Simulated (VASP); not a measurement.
# Ta2Ru (I4/mmm) in VASP: single point with PBE

Aim: the single point of Ta2Ru with PBE.

Everything below comes from runs of VASP 6.6.1. Logs are shortened: lines on timing, memory, paths and dates and some standing lists are left out, and cuts for length are marked.

## Step 1: The cell of the first run

Symmetry: I4/mmm, No. 139, tetragonal system. Conventional cell: a = 3.203 Å, b = 3.203 Å, c = 9.789 Å, α = 90.00°, β = 90.00°, γ = 90.00°. Within 3.6 Å of Ta (site symmetry 4mm) lie 5 Ru at 2.77 to 3.30 Å and 9 Ta at 2.84 to 3.20 Å. Ru (site symmetry 4/mmm) has 10 Ta at 2.77 to 3.30 Å and 4 Ru at 3.20 Å within 3.6 Å.

## Step 2: Single point, PBE

Contents of INCAR:

```
SYSTEM = Ta2Ru
PREC = Accurate
ENCUT = 520
EDIFF = 1E-7
ISMEAR = 0
SIGMA = 0.1
LREAL = .FALSE.
LASPH = .TRUE.
NELM = 100
ALGO = Fast
ISIF = 2
LWAVE = .FALSE.
LCHARG = .TRUE.
GGA = PE
LELF = .TRUE.
LVHAR = .TRUE.
NBANDS = 25
```

Contents of KPOINTS:

```
regular mesh
0
G
  20 20 20
  0 0 0
```

Contents of POSCAR:

```
Ta2Ru
1.0
   -1.6013297963      1.6013297963      4.8946605143
    1.6013297963     -1.6013297963      4.8946605143
    1.6013297963      1.6013297963     -4.8946605143
Ta Ru
2 1
Direct
    0.6627604354      0.6627604354      0.0000000000
    0.3372395646      0.3372395646      0.0000000000
    0.0000000000      0.0000000000      0.0000000000
```

Potentials or basis: VASP PAW PBE potentials, release 64 (Ta_pv, Ru_pv).

The run is started by

```
$ cat potpaw_PBE.64/Ta_pv/POTCAR potpaw_PBE.64/Ru_pv/POTCAR > POTCAR
$ mpirun -np 1 vasp_std > vasp.out
```

OUTCAR:

```text
SYSTEM = Ta2Ru
   PREC = Accurate
   ENCUT = 520
   EDIFF = 1E-7
   ISMEAR = 0
   LREAL = .FALSE.
   LASPH = .TRUE.
   NELM = 100
   ISIF = 2
   GGA = PE

 ion  position               nearest neighbor table
   1  0.663  0.663  0.000-   3 2.77   3 2.77   3 2.77   3 2.77   2 2.84   2 2.84   2 2.84   2 2.84
                             2 3.19   3 3.30
   2  0.337  0.337  0.000-   3 2.77   3 2.77   3 2.77   3 2.77   1 2.84   1 2.84   1 2.84   1 2.84
                             1 3.19   3 3.30
   3  0.000  0.000  0.000-   1 2.77   1 2.77   1 2.77   2 2.77   1 2.77   2 2.77   2 2.77   2 2.77
                             1 3.30   2 3.30

  LATTYP: Found a body centered tetragonal cell.
 ALAT       =     3.2026595926
 C/A-ratio  =     3.0566223932

  Lattice vectors:

 A1 = (  -1.6013297963,   1.6013297963,   4.8946605143)
 A2 = (   1.6013297963,  -1.6013297963,   4.8946605143)
 A3 = (   1.6013297963,   1.6013297963,  -4.8946605143)

Analysis of symmetry for initial positions (statically):
=====================================================================
 Subroutine PRICEL returns:
 Original cell was already a primitive cell.

 Routine SETGRP: Setting up the symmetry group for a
 body centered tetragonal supercell.

 Subroutine GETGRP returns: Found 16 space group operations
 (whereof 16 operations were pure point group operations)
 out of a pool of 16 trial point group operations.

The static configuration has the point symmetry D_4h.

Analysis of symmetry for dynamics (positions and initial velocities):
=====================================================================
 Subroutine PRICEL returns:
 Original cell was already a primitive cell.

 Routine SETGRP: Setting up the symmetry group for a
 body centered tetragonal supercell.

 Subroutine GETGRP returns: Found 16 space group operations
 (whereof 16 operations were pure point group operations)
 out of a pool of 16 trial point group operations.

The dynamic configuration has the point symmetry D_4h.

 Subroutine INISYM returns: Found 16 space group operations
 (whereof 16 operations are pure point group operations),
 and found     1 'primitive' translations

----------------------------------------------------------------------------------------

                                     Primitive cell

  volume of cell :      50.2047

  direct lattice vectors                    reciprocal lattice vectors
    -1.601329796  1.601329796  4.894660514     0.000000000  0.312240490  0.102152131
     1.601329796 -1.601329796  4.894660514     0.312240490  0.000000000  0.102152131
     1.601329796  1.601329796 -4.894660514     0.312240490  0.312240490  0.000000000

  length of vectors
     5.393163801  5.393163801  5.393163801     0.328525770  0.328525770  0.441574735

  position of ions in fractional coordinates (direct lattice)
     0.662760435  0.662760435  0.000000000
     0.337239565  0.337239565  0.000000000
     0.000000000  0.000000000  0.000000000

  ion indices of the primitive-cell ions
   primitive index   ion index
                 1           1
                 2           2
                 3           3

----------------------------------------------------------------------------------------

 KPOINTS: regular mesh

Automatic generation of k-mesh.
 Grid dimensions read from file:
 generate k-points for:   20   20   20

 Generating k-lattice:

  Cartesian coordinates                     Fractional coordinates (reciprocal lattice)
     0.000000000  0.015612024  0.005107607     0.050000000  0.000000000  0.000000000
     0.015612024  0.000000000  0.005107607     0.000000000  0.050000000  0.000000000
     0.015612024  0.015612024  0.000000000     0.000000000  0.000000000  0.050000000

  Length of vectors
     0.016426288  0.016426288  0.022078737

  Shift w.r.t. Gamma in fractional coordinates (k-lattice)
     0.000000000  0.000000000  0.000000000

 Subroutine IBZKPT returns following result:
 ===========================================

 Found    641 irreducible k-points:

 Following reciprocal coordinates:
            Coordinates               Weight
  0.000000  0.000000  0.000000      1.000000
  0.050000  0.000000  0.000000      8.000000
  0.100000  0.000000  0.000000      8.000000
  0.150000  0.000000  0.000000      8.000000
  0.200000  0.000000  0.000000      8.000000
  0.250000  0.000000 -0.000000      8.000000
[... 16 lines left out ...]
 -0.400000  0.050000  0.000000     16.000000
 -0.350000  0.050000 -0.000000     16.000000
 [... further k-points ...]
   k-points           NKPTS =    641   k-points in BZ     NKDIM =    641   number of bands    NBANDS=     25
   number of dos      NEDOS =    301   number of ions     NIONS =      3
   total plane-waves  NPLWV =  64000
   dimension x,y,z NGX =    40 NGY =   40 NGZ =   40
   dimension x,y,z NGXF=    80 NGYF=   80 NGZF=   80
   ions per type =               2   1
   NGX,Y,Z   is equivalent  to a cutoff of  12.33, 12.33, 12.33 a.u.
   NGXF,Y,Z  is equivalent  to a cutoff of  24.66, 24.66, 24.66 a.u.
 SYSTEM =  Ta2Ru
   PREC   = accura    normal or accurate (medium, high low for compatibility)
   ISTART =      0    job   : 0-new  1-cont  2-samecut
   ICHARG =      2    charge: 1-file 2-atom 10-const
   ISPIN  =      1    spin polarized calculation?
   LNONCOLLINEAR =      F non collinear calculations
   LSORBIT =      F    spin-orbit coupling
   LASPH  =      T    aspherical Exc in radial PAW
   ENCUT  =  520.0 eV  38.22 Ry    6.18 a.u.  10.03 10.03 10.03*2*pi/ulx,y,z
   NELM   =    100;   NELMIN=  2; NELMDL= -5     # of ELM steps
   EDIFF  = 0.1E-06   stopping-criterion for ELM
   LREAL  =      F    real-space projection
   EDIFFG = 0.1E-05   stopping-criterion for IOM
   NSW    =      0    number of steps for IOM
   IBRION =     -1    ionic relax: 0-MD 1-quasi-New 2-CG
   NFREE  =      0    steps in history (QN), initial steepest desc. (CG)
   ISIF   =      2    stress and relaxation
   ISYM   =      2    0-nonsym 1-usesym 2-fastsym
   POTIM  = 0.5000    time-step for ionic-motion
   TEBEG  =    0.0;   TEEND  =   0.0 temperature during run
   PSTRESS=    0.0 pullay stress
   NELECT =      36.0000    total number of electrons
   NUPDOWN=      -1.0000    fix difference up-down
   EMIN   =  10.00;   EMAX   =-10.00  energy-range for DOS
   EFERMI =   0.00;   METHOD = LEGACY
   ISMEAR =     0;   SIGMA  =   0.10  broadening in eV -4-tet -1-fermi 0-gaus
   EFERMI_NEDOS =   21; number of points for ismear=-14 and -15
   IALGO  =     68    algorithm
   IMIX   =      4    mixing-type and parameters
     AMIX     =   0.40;   BMIX     =  1.00
     AMIX_MAG =   1.60;   BMIX_MAG =  1.00
  volume/ion in A,a.u.               =      16.73       112.93
  Fermi-wavevector in a.u.,A,eV,Ry     =   1.465304  2.769022 29.213269  2.147115
  Thomas-Fermi vector in A             =   2.581177
   LORBIT       =      0    0 simple, 1 ext, 2 COOP (PROOUT), +10 PAW based schemes
   GGA     = PE    functional components
   LHFCALC =     F    Hartree Fock is set to
   AEXX    =    0.0000 exact exchange contribution
   IVDW    =     0    specifies the selected vdW correction
   LEPSILON=     F    determine dielectric tensor
   LRPA    =     F    only Hartree local field effects (RPA)
 non-spin polarized calculation
 RMM-DIIS sequential band-by-band and
 Gauss-broadening in eV      SIGMA  =   0.10
  energy-cutoff  :      520.00
  volume of cell :       50.20
 maximum number of plane-waves:      1374
   NGX = 21   NGY = 21   NGZ = 21

 number of electron      36.0000001 magnetization

 Free energy of the ion-electron system (eV)
  ---------------------------------------------------
  ext. energy  EPLUGINS =         0.00000000
  ---------------------------------------------------
  free energy    TOTEN  =       -33.72843391 eV

  energy without entropy =      -33.71311909  energy(sigma->0) =      -33.72077650

 E-fermi :   8.1397     XC(G=0): -12.9721

 val. band max:        8.1375841645   @ k =  -0.1500   0.4000   0.0500
 cond. band min:       8.1421868636   @ k =  -0.3500  -0.4500   0.1000
 fundamental gap:      0.0046026992
 Fermi energy:         8.1396521469

 k-point     1 :       0.0000    0.0000    0.0000
  band No.  band energies     occupation
      1     -35.0259      2.00000
      2     -34.9986      2.00000
      3     -34.9986      2.00000
      4     -26.9130      2.00000
      5     -26.5911      2.00000
      6     -26.5911      2.00000
[... 17 lines left out ...]
     24      10.4573      0.00000
     25      11.6401      0.00000

 k-point     2 :       0.0500    0.0000    0.0000
  band No.  band energies     occupation
      1     -35.0258      2.00000
      2     -35.0010      2.00000
      3     -34.9983      2.00000
      4     -26.9112      2.00000
      5     -26.6016      2.00000
      6     -26.5880      2.00000
[... 17 lines left out ...]
     24      10.8509      0.00000
     25      11.8184      0.00000

 k-point     3 :       0.1000    0.0000    0.0000
  band No.  band energies     occupation
      1     -35.0254      2.00000
      2     -35.0081      2.00000
      3     -34.9974      2.00000
      4     -26.9065      2.00000
      5     -26.6304      2.00000
      6     -26.5789      2.00000
[... 17 lines left out ...]
     24      11.4023      0.00000
     25      12.1761      0.00000

 k-point     4 :       0.1500    0.0000    0.0000
  band No.  band energies     occupation
      1     -35.0250      2.00000
      2     -35.0190      2.00000
      3     -34.9960      2.00000
      4     -26.9009      2.00000
      5     -26.6721      2.00000
      6     -26.5640      2.00000
[... 17 lines left out ...]
     24      11.9000      0.00000
     25      12.4763      0.00000

 k-point     5 :       0.2000    0.0000    0.0000
  band No.  band energies     occupation
      1     -35.0328      2.00000
      2     -35.0243      2.00000
      3     -34.9943      2.00000
      4     -26.8970      2.00000
      5     -26.7206      2.00000
      6     -26.5442      2.00000
[... 17 lines left out ...]
     24      12.3225      0.00000
     25      12.6620      0.00000

 k-point     6 :       0.2500    0.0000   -0.0000
  band No.  band energies     occupation
      1     -35.0480      2.00000
      2     -35.0236      2.00000
      3     -34.9924      2.00000
      4     -26.8977      2.00000
      5     -26.7708      2.00000
      6     -26.5201      2.00000
[... 17 lines left out ...]
     24      12.6754      0.00000
     25      12.7285      0.00000
[... 393 lines left out ...]
 k-point    21 :       0.5000    0.0500    0.0000
  band No.  band energies     occupation
      1     -35.0965      2.00000
      2     -35.0208      2.00000
      3     -34.9887      2.00000
      4     -26.9430      2.00000
      5     -26.9152      2.00000
      6     -26.3936      2.00000
[... 17 lines left out ...]
     24      12.1033      0.00000
     25      12.8029      0.00000

 k-point    22 :      -0.4500    0.0500    0.0000
  band No.  band energies     occupation
      1     -35.0941      2.00000
      2     -35.0210      2.00000
      3     -34.9890      2.00000
      4     -26.9404      2.00000
      5     -26.9070      2.00000
      6     -26.4134      2.00000
[... 17 lines left out ...]
     24      12.2632      0.00000
     25      12.6630      0.00000

 k-point    23 :      -0.4000    0.0500    0.0000
  band No.  band energies     occupation
      1     -35.0872      2.00000
      2     -35.0214      2.00000
      3     -34.9899      2.00000
      4     -26.9310      2.00000
      5     -26.8862      2.00000
      6     -26.4436      2.00000
[... 17 lines left out ...]
     24      12.5182      0.00000
     25      12.5996      0.00000

 k-point    24 :      -0.3500    0.0500   -0.0000
  band No.  band energies     occupation
      1     -35.0765      2.00000
      2     -35.0220      2.00000
      3     -34.9912      2.00000
      4     -26.9185      2.00000
      5     -26.8543      2.00000
      6     -26.4742      2.00000
[... 17 lines left out ...]
     24      12.5437      0.00000
     25      12.7970      0.00000

 [... further k-points ...]

------------------------ aborting loop because EDIFF is reached ----------------------------------------

  FORCE on cell =-STRESS in cart. coord.  units (eV):
  Direction    XX          YY          ZZ          XY          YZ          ZX
  --------------------------------------------------------------------------------------
  -------------------------------------------------------------------------------------
  Total        0.0251681      0.0251681      0.0243993      0.0000000     -0.0000000     -0.0000000
  in kB        0.8031864      0.8031864      0.7786534      0.0000000     -0.0000000     -0.0000000
  external PRESSURE =       0.7950087 kB  Pullay stress =       0.0000000 kB

 VOLUME and BASIS-vectors are now :
 -----------------------------------------------------------------------------
  energy-cutoff  :      520.00
  volume of cell :       50.20
      direct lattice vectors                 reciprocal lattice vectors
    -1.601329796  1.601329796  4.894660514     0.000000000  0.312240490  0.102152131
     1.601329796 -1.601329796  4.894660514     0.312240490  0.000000000  0.102152131
     1.601329796  1.601329796 -4.894660514     0.312240490  0.312240490  0.000000000

 POSITION                                       TOTAL-FORCE (eV/Angst)
 -----------------------------------------------------------------------------------
      0.00000      0.00000      6.48797         0.000000      0.000000      0.005055
      0.00000      0.00000      3.30135        -0.000000     -0.000000     -0.005055
      0.00000      0.00000      0.00000         0.000000      0.000000     -0.000000
 -----------------------------------------------------------------------------------
    total drift:                                0.000000      0.000000     -0.000000

  FREE ENERGIE OF THE ION-ELECTRON SYSTEM (eV)
  ---------------------------------------------------
  free  energy   TOTEN  =       -33.7284339146 eV

  energy  without entropy=      -33.7131190922  energy(sigma->0) =      -33.72077650
```

It took 65 min on 1 thread of Oxide Virtual Turin-like, shared host; peak memory 0.8 GiB.

Results:

```yaml
Free_energy: -33.7284 eV
Pressure: 0.1 GPa
Largest_force: 0.005 eV/Å
Band_gap_on_the_k_mesh: zero (bands 18 and 19 overlap by 1.50 eV)
```

Forces on the atoms (eV/Å):
```
Ta   0.000  0.000  0.005
Ta   0.000  0.000 -0.005
Ru   0.000  0.000  0.000
```

Levels at points of the mesh, in eV from the Fermi level:
| k point | band 14 | band 15 | band 16 | band 17 | band 18 | band 19 | band 20 | band 21 | band 22 | band 23 |
| --- | --- | --- | --- | --- | --- | --- | --- | --- | --- | --- |
| (0.00, 0.00, 0.00) | -3.48 | -2.17 | -2.17 | -1.97 | 0.88 | 0.88 | 1.47 | 1.72 | 1.78 | 1.78 |
| (0.50, 0.00, 0.00) | -3.05 | -2.79 | -1.93 | -0.79 | -0.71 | 0.44 | 0.62 | 1.04 | 1.56 | 1.82 |
| (0.50, 0.50, 0.00) | -3.41 | -3.00 | -1.65 | -1.46 | -0.32 | 0.08 | 0.84 | 2.55 | 4.24 | 4.45 |
| (0.50, 0.50, 0.50) | -2.30 | -2.30 | -1.78 | -1.36 | -0.30 | -0.30 | -0.06 | 1.16 | 1.40 | 4.20 |

Caveat: spin-orbit coupling is left out, which moves the levels of the heavy elements.
